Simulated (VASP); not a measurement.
Crystal: Si.

```
Si
1.0
     2.65350    0.00000    0.00000
    -1.32675    2.29799    0.00000
     0.00000    0.00000    2.43893
Si
1
Direct
  0.00000 0.00000 0.00000
```

* Program: VASP 6.6.1
* Task: relaxation of cell and atoms
* Functional: r2SCAN
* Potentials or basis: VASP PAW PBE potentials, release 64 (Si)
* Cutoff: 600 eV
* k mesh: 24 × 24 × 22
* Occupations: gaussian, width 0.1 eV
* Spin: no spin polarisation

At the start: pressure 0.7 GPa; volume 14.87 Å³/atom.

Task: How do energy, volume and symmetry change on relaxing?

Result: Over 5 steps the energy falls by 3.0 meV/atom and the volume is 14.93 Å³/atom (+0.4 %); space group P6/mmm (No. 191, to 0.05 Å).

Step by step:
```tsv
step	energy change (eV)	largest force (eV/Å)	pressure (GPa)	volume (Å³)
1	0.0000	0.0000	0.67	14.87
2	-0.0028	0.0000	-0.54	15.00
3	-0.0028	0.0000	-0.58	15.01
4	-0.0029	0.0000	0.18	14.90
5	-0.0030	0.0000	-0.04	14.93
```

Final structure:
```
Si
1.0
     2.63768    0.00000    0.00000
    -1.31884    2.28430    0.00000
     0.00000    0.00000    2.47807
Si
1
Direct
  0.00000 0.00000 0.00000
```

Caveat: the PAW data sets were made with another functional, which shifts forces and pressure a little.
